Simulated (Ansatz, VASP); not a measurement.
## Two plane-wave programs on BaTiO3

The input POSCAR:

```
BaTiO3
1.0
    3.9587508719      0.0000000000      0.0000000000
    0.0000000000      2.8178598290      2.8260544582
    0.0000000000     -2.8178598290      2.8260544582
Ba Ti O
1 1 3
Direct
    0.0000000000      0.0000000000      0.0000000000
    0.5000000000      0.5124000000      0.5124000000
    0.0000000000      0.4874000000      0.4874000000
    0.5000000000      0.5052400000      0.9918400000
    0.5000000000      0.9918400000      0.5052400000
```

INCAR.step1

```
  ALGO = Normal
  EDIFF = 1E-4
  ENCUT = 520
  GGA = PE
  ISMEAR = 0
  LASPH = T
  LCHARG = F
  LREAL = F
  LWAVE = T
  NBANDS = 28
  NELM = 100
  PREC = Accurate
  SIGMA = 0.01
```

INCAR.step2

```
  ALGO = Normal
  EDIFF = 1E-6
  ENCUT = 520
  ISIF = 2
  ISMEAR = 0
  ISTART = 1
  LASPH = T
  LCHARG = F
  LMIXTAU = T
  LREAL = F
  LWAVE = F
  METAGGA = R2SCAN
  NBANDS = 28
  NELM = 100
  PREC = Accurate
  SIGMA = 0.01
```

KPOINTS

```
k-points
0
Gamma
  6 6 6
```

Input for Ansatz:

```yaml
crystal:
  lattice:
    - [3.9587508718855755, 0.0, 0.0]
    - [0.0, 2.8178598289931474, 2.826054458197276]
    - [0.0, -2.8178598289931474, 2.826054458197276]
  atoms:
    - { symbol: Ba, position: [0.0, 0.0, 0.0] }
    - { symbol: Ti, position: [0.5, 0.5124, 0.5124] }
    - { symbol: O, position: [0.0, 0.4874, 0.4874] }
    - { symbol: O, position: [0.5, 0.50524, 0.99184] }
    - { symbol: O, position: [0.5, 0.99184, 0.50524] }
basis:
  ecutwfc: 544.22772491976
kpoints:
  mp_grid:
    grid: [6, 6, 6]
hamiltonian:
  xc: r2scan
  pseudopotentials:
    kind: paw
scf:
  occupations:
    method: fixed
output:
  stress: true
```

Alike in both runs: task single point; functional r2SCAN; k mesh 6 × 6 × 6; no spin polarisation.

|  | VASP | Ansatz |
| --- | --- | --- |
| version | VASP 6.6.1 | Ansatz 0.2.0 |
| potentials or method | VASP PAW PBE potentials, release 64 (Ba_sv, Ti_sv, O), cutoff 520 eV | plane waves, PAW |
| occupations | gaussian, width 0.01 eV | fixed |
| valence electrons in the cell | 40 | 40 |

|  | VASP | Ansatz | Ansatz less VASP |
| --- | --- | --- | --- |
| pressure (GPa) | 4.9 | 2.8 | -2.12 |
| traceless stress, the component that is largest in VASP (GPa) | -0.42 | -0.43 | -0.010 |

VASP's potentials were made for PBE, not for r2SCAN.

Neither program's run includes spin-orbit coupling.
